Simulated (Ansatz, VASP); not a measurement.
**One calculation of AlMo3H, two programs**

Contents of INCAR:

```
SYSTEM = AlMo3H
ALGO = Fast
EDIFF = 1E-7
EDIFFG = -0.01
ENCUT = 600
GGA = PE
IBRION = 2
ISIF = 3
ISMEAR = 0
LASPH = .True.
LCHARG = .False.
LREAL = .False.
LWAVE = .False.
NELM = 80
NSW = 100
PREC = Accurate
SIGMA = 0.1
```

Contents of KPOINTS:

```
k-points
0
Gamma
  8 8 8
  0 0 0
```

The input POSCAR:

```
AlMo3H
1.0
    4.5688591366      0.0000000000      0.0000000000
    0.0000000000      4.5688591366      0.0000000000
    0.0000000000      0.0000000000      4.5688591366
Al H Mo
1 1 3
Direct
    0.5000000000      0.5000000000      0.5000000000
    0.0000000000      0.0000000000      0.0000000000
    0.0000000000      0.5000000000      0.5000000000
    0.5000000000      0.0000000000      0.5000000000
    0.5000000000      0.5000000000      0.0000000000
```

Input for Ansatz:

```yaml
crystal:
  lattice:
    - [4.5688591366, 0.0, 0.0]
    - [0.0, 4.5688591366, 0.0]
    - [0.0, 0.0, 4.5688591366]
  atoms:
    - { symbol: Al, position: [0.5, 0.5, 0.5] }
    - { symbol: H, position: [0.0, 0.0, 0.0] }
    - { symbol: Mo, position: [0.0, 0.5, 0.5] }
    - { symbol: Mo, position: [0.5, 0.0, 0.5] }
    - { symbol: Mo, position: [0.5, 0.5, 0.0] }
basis:
  ecutwfc: 420
kpoints:
  mp_grid: { grid: [8, 8, 8] }
hamiltonian:
  xc: pbe
scf:
  occupations: { method: gaussian, width: 0.1 }
output:
  forces: true
  stress: true
  eigenvalues: true
  write_density: true
  write_potential: true
  elf: true
  volumetric_format: npy
relax:
  adjacent_minimum: "off"
  f_tol: 0.01
  max_steps: 80
  cell: { stress_tol: 0.05 }
```

Change from the starting cell: species swapped into the KVF3 type (Pm-3m, No. 221).

Alike in both runs: task relaxation of cell and atoms; functional PBE; k mesh 8 × 8 × 8; occupations gaussian, width 0.1 eV; no spin polarisation.

|  | VASP | Ansatz |
| --- | --- | --- |
| version | VASP 6.6.1 | Ansatz 0.2.0 |
| potentials or method | VASP PAW PBE potentials, release 64 (Al, H, Mo_sv), cutoff 600 eV | scalar-relativistic, plane waves, PAW |
| valence electrons in the cell | 46 | 46 |

```tsv
	VASP	Ansatz	Ansatz less VASP
gap on the k mesh at the Fermi level, each at its own relaxed structure (eV)	none	none	-
relaxed volume (Å³/atom)	19.11	19.09	-0.019
relaxed length of the cell vector where the two differ most in proportion (Å)	4.571	4.570	-0.0015
```

A gap of «none» marks a metal or a gap that the smearing closes.
